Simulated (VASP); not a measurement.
# CuF (P6_3mc) in VASP: single point with PBE-based screened hybrid

Aim: the single point of CuF with PBE-based screened hybrid.

Program: VASP 6.6.1. These are calculated values, not measurements. Logs are shortened: lines on timing, memory, paths and dates and some standing lists are left out, and cuts for length are marked.

## Step 1: The cell of the first run

Symmetry: P6_3mc, No. 186, hexagonal system. Conventional cell: a = 2.790 Å, b = 2.790 Å, c = 6.721 Å, α = 90.00°, β = 90.00°, γ = 120.00°. Cu (site symmetry 3m) has 4 F at 1.90 to 2.17 Å within 2.5 Å. F (site symmetry 3m) has 4 Cu at 1.90 to 2.17 Å within 2.5 Å.

## Step 2: Single point, PBE-based screened hybrid

The input, POSCAR:

```
CuF
1.0
    2.7897758173      0.0000000000      0.0000000000
   -1.3948879087      2.4160167287      0.0000000000
    0.0000000000      0.0000000000      6.7211226191
Cu F
2 2
Direct
    0.3333333333      0.6666666667      0.0459865616
    0.6666666667      0.3333333333      0.5459865616
    0.3333333333      0.6666666667      0.3290134384
    0.6666666667      0.3333333333      0.8290134384
```

The input, INCAR.step1:

```
  PREC = Accurate
  ENCUT = 520
  EDIFF = 1E-5
  ISMEAR = -1
  SIGMA = 0.02
  LREAL = False
  LASPH = True
  NELM = 60
  ALGO = Normal
  ISIF = 2
  LWAVE = True
  NBANDS = 26
  GGA = PE
```

The input, INCAR.step2:

```
  PREC = Accurate
  ENCUT = 520
  EDIFF = 1E-7
  ISMEAR = -1
  SIGMA = 0.02
  LREAL = False
  LASPH = True
  NELM = 60
  ALGO = Normal
  ISIF = 2
  LWAVE = False
  LCHARG = True
  GGA = PE
  LHFCALC = True
  AEXX = 0.2
  HFSCREEN = 0.2078
  PRECFOCK = Normal
  LELF = True
  LVHAR = True
  NBANDS = 26
  ISTART = 1
```

The input, KPOINTS:

```
regular mesh
0
Gamma
  6 6 2
```

Potentials or basis: VASP PAW PBE potentials, release 64 (Cu, F).

Launch:

```
$ cat potpaw_PBE.64/Cu/POTCAR potpaw_PBE.64/F/POTCAR > POTCAR
$ cp INCAR.step1 INCAR
$ mpirun -np 1 vasp_std > vasp.out
$ cp INCAR.step2 INCAR
$ mpirun -np 1 vasp_std > vasp.out
```

OUTCAR:

```text
PREC = Accurate
   ENCUT = 520
   EDIFF = 1E-7
   ISMEAR = -1
   LREAL = False
   LASPH = True
   NELM = 60
   ISIF = 2
   GGA = PE
   LHFCALC = True
   AEXX = 0.2
   HFSCREEN = 0.2078
   PRECFOCK = Normal
   ISTART = 1

 ion  position               nearest neighbor table
   1  0.333  0.667  0.046-   3 1.90   4 2.17   4 2.17   4 2.17
   2  0.667  0.333  0.546-   4 1.90   3 2.17   3 2.17   3 2.17
   3  0.333  0.667  0.329-   1 1.90   2 2.17   2 2.17   2 2.17
   4  0.667  0.333  0.829-   2 1.90   1 2.17   1 2.17   1 2.17

  LATTYP: Found a hexagonal cell.
 ALAT       =     2.7897758173
 C/A-ratio  =     2.4091981074

  Lattice vectors:

 A1 = (   2.7897758173,   0.0000000000,   0.0000000000)
 A2 = (  -1.3948879087,   2.4160167287,   0.0000000000)
 A3 = (   0.0000000000,   0.0000000000,   6.7211226191)

Analysis of symmetry for initial positions (statically):
=====================================================================
 Subroutine PRICEL returns:
 Original cell was already a primitive cell.

 Routine SETGRP: Setting up the symmetry group for a
 hexagonal supercell.

 Subroutine GETGRP returns: Found 12 space group operations
 (whereof  6 operations were pure point group operations)
 out of a pool of 24 trial point group operations.

The static configuration has the point symmetry C_3v.
 The point group associated with its full space group is C_6v.

Analysis of symmetry for dynamics (positions and initial velocities):
=====================================================================
 Subroutine PRICEL returns:
 Original cell was already a primitive cell.

 Routine SETGRP: Setting up the symmetry group for a
 hexagonal supercell.

 Subroutine GETGRP returns: Found 12 space group operations
 (whereof  6 operations were pure point group operations)
 out of a pool of 24 trial point group operations.

The dynamic configuration has the point symmetry C_3v.
 The point group associated with its full space group is C_6v.

 Subroutine INISYM returns: Found 12 space group operations
 (whereof  6 operations are pure point group operations),
 and found     1 'primitive' translations

----------------------------------------------------------------------------------------

                                     Primitive cell

  volume of cell :      45.3013

  direct lattice vectors                    reciprocal lattice vectors
     2.789775817  0.000000000  0.000000000     0.358451741  0.206952209  0.000000000
    -1.394887909  2.416016729  0.000000000     0.000000000  0.413904419  0.000000000
     0.000000000  0.000000000  6.721122619     0.000000000  0.000000000  0.148784668

  length of vectors
     2.789775817  2.789775817  6.721122619     0.413904419  0.413904419  0.148784668

  position of ions in fractional coordinates (direct lattice)
     0.333333333  0.666666667  0.045986562
     0.666666667  0.333333333  0.545986562
     0.333333333  0.666666667  0.329013438
     0.666666667  0.333333333  0.829013438

  ion indices of the primitive-cell ions
   primitive index   ion index
                 1           1
                 2           2
                 3           3
                 4           4

----------------------------------------------------------------------------------------

 KPOINTS: regular mesh

Automatic generation of k-mesh.
 Grid dimensions read from file:
 generate k-points for:    6    6    2

 Generating k-lattice:

  Cartesian coordinates                     Fractional coordinates (reciprocal lattice)
     0.059741957  0.034492035  0.000000000     0.166666667  0.000000000  0.000000000
     0.000000000  0.068984070  0.000000000     0.000000000  0.166666667  0.000000000
     0.000000000  0.000000000  0.074392334     0.000000000  0.000000000  0.500000000

  Length of vectors
     0.068984070  0.068984070  0.074392334

  Shift w.r.t. Gamma in fractional coordinates (k-lattice)
     0.000000000  0.000000000  0.000000000

 Subroutine IBZKPT returns following result:
 ===========================================

 Found     14 irreducible k-points:

 Following reciprocal coordinates:
            Coordinates               Weight
  0.000000  0.000000  0.000000      1.000000
  0.166667  0.000000  0.000000      6.000000
  0.333333  0.000000  0.000000      6.000000
  0.500000  0.000000  0.000000      3.000000
  0.166667  0.166667  0.000000      6.000000
  0.333333  0.166667  0.000000     12.000000
  0.333333  0.333333  0.000000      2.000000
  0.000000  0.000000  0.500000      1.000000
  0.166667  0.000000  0.500000      6.000000
  0.333333  0.000000  0.500000      6.000000
  0.500000  0.000000  0.500000      3.000000
  0.166667  0.166667  0.500000      6.000000
  0.333333  0.166667  0.500000     12.000000
  0.333333  0.333333  0.500000      2.000000
   k-points           NKPTS =     14   k-points in BZ     NKDIM =     72   number of bands    NBANDS=     26
   number of dos      NEDOS =    301   number of ions     NIONS =      4
   total plane-waves  NPLWV =  28800
   dimension x,y,z NGX =    24 NGY =   24 NGZ =   50
   dimension x,y,z NGXF=    48 NGYF=   48 NGZF=  100
   ions per type =               2   2
   NGX,Y,Z   is equivalent  to a cutoff of  14.30, 14.30, 12.37 a.u.
   NGXF,Y,Z  is equivalent  to a cutoff of  28.60, 28.60, 24.73 a.u.
 SYSTEM =  unknown system
   PREC   = accura    normal or accurate (medium, high low for compatibility)
   ISTART =      1    job   : 0-new  1-cont  2-samecut
   ICHARG =      0    charge: 1-file 2-atom 10-const
   ISPIN  =      1    spin polarized calculation?
   LNONCOLLINEAR =      F non collinear calculations
   LSORBIT =      F    spin-orbit coupling
   LASPH  =      T    aspherical Exc in radial PAW
   ENCUT  =  520.0 eV  38.22 Ry    6.18 a.u.   5.19  5.19 12.50*2*pi/ulx,y,z
   NELM   =     60;   NELMIN=  2; NELMDL=  0     # of ELM steps
   EDIFF  = 0.1E-06   stopping-criterion for ELM
   LREAL  =      F    real-space projection
   EDIFFG = 0.1E-05   stopping-criterion for IOM
   NSW    =      0    number of steps for IOM
   IBRION =     -1    ionic relax: 0-MD 1-quasi-New 2-CG
   NFREE  =      0    steps in history (QN), initial steepest desc. (CG)
   ISIF   =      2    stress and relaxation
   ISYM   =      3    0-nonsym 1-usesym 2-fastsym
   POTIM  = 0.5000    time-step for ionic-motion
   TEBEG  =    0.0;   TEEND  =   0.0 temperature during run
   PSTRESS=    0.0 pullay stress
   NELECT =      36.0000    total number of electrons
   NUPDOWN=      -1.0000    fix difference up-down
   EMIN   =  10.00;   EMAX   =-10.00  energy-range for DOS
   EFERMI =   0.00;   METHOD = LEGACY
   ISMEAR =    -1;   SIGMA  =   0.02  broadening in eV -4-tet -1-fermi 0-gaus
   EFERMI_NEDOS =   21; number of points for ismear=-14 and -15
   IALGO  =     38    algorithm
   IMIX   =      1    mixing-type and parameters
     AMIX     =   0.40;   BMIX     =  1.00
     AMIX_MAG =   1.60;   BMIX_MAG =  1.00
  volume/ion in A,a.u.               =      11.33        76.43
  Fermi-wavevector in a.u.,A,eV,Ry     =   1.516370  2.865525 31.284955  2.299379
  Thomas-Fermi vector in A             =   2.625769
   LORBIT       =      0    0 simple, 1 ext, 2 COOP (PROOUT), +10 PAW based schemes
   GGA     = PE    functional components
   LHFCALC =     T    Hartree Fock is set to
   PRECFOCK=normal    Normal, Fast or Accurate (Low or Medium for compatibility)
   ENCUT4O =  -1.0   cutoff for four orbital integrals eV
   NKREDX  =     1    reduce k-point grid by
   NKREDY  =     1    reduce k-point grid by
   NKREDZ  =     1    reduce k-point grid by
   AEXX    =    0.2000 exact exchange contribution
   HFSCREEN=    0.2078 screening length (either q_TF or 0.3 A-1)
   HFSCREENC=   0.2078 screening length for correlation (either q_TF or 0.3 A-1)
   ENCUTFOCK=  -1.0 apply spherical cutoff to Coloumb kernel
   IVDW    =     0    specifies the selected vdW correction
   LEPSILON=     F    determine dielectric tensor
   LRPA    =     F    only Hartree local field effects (RPA)
 non-spin polarized calculation
  energy-cutoff  :      520.00
  volume of cell :       45.30
 maximum number of plane-waves:      1237
 NGX is ok and might be reduce to    24
  NGX = 16; NGY = 16; NGZ = 40

 number of electron      35.9999974 magnetization

 Free energy of the ion-electron system (eV)
  ---------------------------------------------------
  ext. energy  EPLUGINS =         0.00000000
  ---------------------------------------------------
  free energy    TOTEN  =       -17.32951485 eV

  energy without entropy =      -17.32951485  energy(sigma->0) =      -17.32951485

 E-fermi :   3.4228     XC(G=0):  -9.4887

 val. band max:        2.9309118349   @ k =   0.3333   0.1667   0.0000
 cond. band min:       4.2221348108   @ k =   0.0000   0.0000   0.0000
 fundamental gap:      1.2912229759
 Fermi energy:         3.4228476854

 k-point     1 :       0.0000    0.0000    0.0000
  band No.  band energies     occupation
      1     -22.7451      2.00000
      2     -22.6000      2.00000
      3      -5.3051      2.00000
      4      -3.9486      2.00000
      5      -1.7192      2.00000
      6      -1.7192      2.00000
[... 18 lines left out ...]
     25      24.7189      0.00000
     26      25.3375      0.00000

 k-point     2 :       0.1667    0.0000    0.0000
  band No.  band energies     occupation
      1     -22.6154      2.00000
      2     -22.4900      2.00000
      3      -4.9540      2.00000
      4      -3.8507      2.00000
      5      -2.5577      2.00000
      6      -2.1536      2.00000
[... 18 lines left out ...]
     25      21.2783      0.00000
     26      22.6484      0.00000

 k-point     3 :       0.3333    0.0000    0.0000
  band No.  band energies     occupation
      1     -22.3430      2.00000
      2     -22.2647      2.00000
      3      -4.2921      2.00000
      4      -3.8713      2.00000
      5      -3.5500      2.00000
      6      -3.4032      2.00000
[... 18 lines left out ...]
     25      19.6738      0.00000
     26      20.5022      0.00000

 k-point     4 :       0.5000    0.0000    0.0000
  band No.  band energies     occupation
      1     -22.1945      2.00000
      2     -22.1532      2.00000
      3      -4.2739      2.00000
      4      -4.2169      2.00000
      5      -3.7804      2.00000
      6      -3.5191      2.00000
[... 18 lines left out ...]
     25      19.4957      0.00000
     26      20.5949      0.00000

 k-point     5 :       0.1667    0.1667    0.0000
  band No.  band energies     occupation
      1     -22.4135      2.00000
      2     -22.3216      2.00000
      3      -4.4413      2.00000
      4      -3.7533      2.00000
      5      -3.2939      2.00000
      6      -3.0505      2.00000
[... 18 lines left out ...]
     25      17.9657      0.00000
     26      19.9044      0.00000

 k-point     6 :       0.3333    0.1667    0.0000
  band No.  band energies     occupation
      1     -22.1973      2.00000
      2     -22.1538      2.00000
      3      -4.0415      2.00000
      4      -3.9951      2.00000
      5      -3.6477      2.00000
      6      -3.5270      2.00000
[... 137 lines left out ...]
 k-point    11 :       0.5000    0.0000    0.5000
  band No.  band energies     occupation
      1     -22.1743      2.00000
      2     -22.1743      2.00000
      3      -4.2433      2.00000
      4      -4.2433      2.00000
      5      -3.6697      2.00000
      6      -3.6697      2.00000
[... 18 lines left out ...]
     25      19.4427      0.00000
     26      19.4427      0.00000

 k-point    12 :       0.1667    0.1667    0.5000
  band No.  band energies     occupation
      1     -22.3678      2.00000
      2     -22.3678      2.00000
      3      -4.1625      2.00000
      4      -4.1625      2.00000
      5      -3.0975      2.00000
      6      -3.0975      2.00000
[... 18 lines left out ...]
     25      18.6412      0.00000
     26      18.6412      0.00000

 k-point    13 :       0.3333    0.1667    0.5000
  band No.  band energies     occupation
      1     -22.1754      2.00000
      2     -22.1754      2.00000
      3      -4.0278      2.00000
      4      -4.0278      2.00000
      5      -3.5895      2.00000
      6      -3.5895      2.00000
[... 18 lines left out ...]
     25      18.3594      0.00000
     26      18.3594      0.00000

 k-point    14 :       0.3333    0.3333    0.5000
  band No.  band energies     occupation
      1     -22.1107      2.00000
      2     -22.1107      2.00000
      3      -3.8141      2.00000
      4      -3.8141      2.00000
      5      -3.4056      2.00000
      6      -3.4056      2.00000
[... 18 lines left out ...]
     25      19.5574      0.00000
     26      19.5574      0.00000

------------------------ aborting loop because EDIFF is reached ----------------------------------------

  FORCE on cell =-STRESS in cart. coord.  units (eV):
  Direction    XX          YY          ZZ          XY          YZ          ZX
  --------------------------------------------------------------------------------------
  -------------------------------------------------------------------------------------
  Total        1.3847454      1.3847454      0.8878288     -0.0000000      0.0000000      0.0000000
  in kB       48.9744363     48.9744363     31.3999335     -0.0000000      0.0000000      0.0000000
  external PRESSURE =      43.1162687 kB  Pullay stress =       0.0000000 kB

 VOLUME and BASIS-vectors are now :
 -----------------------------------------------------------------------------
  energy-cutoff  :      520.00
  volume of cell :       45.30
      direct lattice vectors                 reciprocal lattice vectors
     2.789775817  0.000000000  0.000000000     0.358451741  0.206952209  0.000000000
    -1.394887909  2.416016729  0.000000000     0.000000000  0.413904419  0.000000000
     0.000000000  0.000000000  6.721122619     0.000000000  0.000000000  0.148784668

 POSITION                                       TOTAL-FORCE (eV/Angst)
 -----------------------------------------------------------------------------------
     -0.00000      1.61068      0.30908        -0.000000      0.000000     -0.074723
      1.39489      0.80534      3.66964         0.000000     -0.000000     -0.074723
     -0.00000      1.61068      2.21134         0.000000      0.000000      0.074723
      1.39489      0.80534      5.57190         0.000000     -0.000000      0.074723
 -----------------------------------------------------------------------------------
    total drift:                                0.000002     -0.000000     -0.000441

  FREE ENERGIE OF THE ION-ELECTRON SYSTEM (eV)
  ---------------------------------------------------
  free  energy   TOTEN  =       -17.3295148473 eV

  energy  without entropy=      -17.3295148473  energy(sigma->0) =      -17.32951485
```

It took 28 min on 1 thread of Intel Xeon Platinum 8488C (Sapphire Rapids), shared host; peak memory 0.28 GiB.

Results:

* Free energy: -17.3295 eV
* Pressure: 4.3 GPa
* Largest force: 0.075 eV/Å
* Band gap on the k mesh: 1.29 eV, indirect (least direct gap 1.93 eV)

Forces on the atoms (eV/Å):
```
Cu   0.000  0.000 -0.075
Cu   0.000  0.000 -0.075
F    0.000  0.000  0.075
F    0.000  0.000  0.075
```

Caveat: the k points lie up to 0.47 Å⁻¹ apart; the PAW data sets were made with another functional, which shifts forces and pressure a little.
